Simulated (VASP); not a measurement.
Wanted: the native input for a VASP 6.6.1 run.

| Property | Result |
| --- | --- |
| Task | single point |
| Functional | PBE |
| Potentials or basis | VASP PAW PBE potentials, release 64 (B, As) |
| Cutoff | 520 eV |
| k mesh | 10 × 10 × 10 |
| Occupations | fermi-dirac, width 0.02 eV |
| Spin | no spin polarisation |
| Dipole correction | no |
| Further INCAR settings | ALGO = Normal; EDIFF = 1e-06; NBANDS = 11 |

The structure of BAs lies in POSCAR:

```
BAs
1.0
    0.0000000000      2.3918676041      2.4157862801
    2.3918676041      0.0000000000      2.4157862801
    2.3918676041      2.3918676041      0.0000000000
B As
1 1
Direct
    0.0000000000      0.0000000000      0.0000000000
    0.2500000000      0.2500000000      0.2500000000
```

This cell differs from its parent crystal: uniaxial z strain +1.0%.

The input as run:

INCAR

```
SYSTEM = BAs
ALGO = Normal
EDIFF = 1E-6
ENCUT = 520
GGA = PE
ISIF = 2
ISMEAR = -1
LASPH = .True.
LCHARG = .False.
LREAL = .False.
LWAVE = .False.
NBANDS = 11
NELM = 80
PREC = Accurate
SIGMA = 0.02
```

KPOINTS

```
k-points
0
Gamma
  10 10 10
  0 0 0
```

Potentials or basis: VASP PAW PBE potentials, release 64 (B, As).

Run with:

```bash
$ cat potpaw_PBE.64/B/POTCAR potpaw_PBE.64/As/POTCAR > POTCAR
$ mpirun -np 1 vasp_std > vasp.out
```

Results of the run:

The pressure is 1.4 GPa and the band gap on the k mesh is 1.12 eV, indirect (least direct gap 3.21 eV).

Caveat: the cell differs from its parent crystal (uniaxial z strain +1.0%).

Run time: 41 s on 1 thread of AMD EPYC 7R43 64-Core Processor (Zen 3) (shared host), peak memory 0.13 GiB.
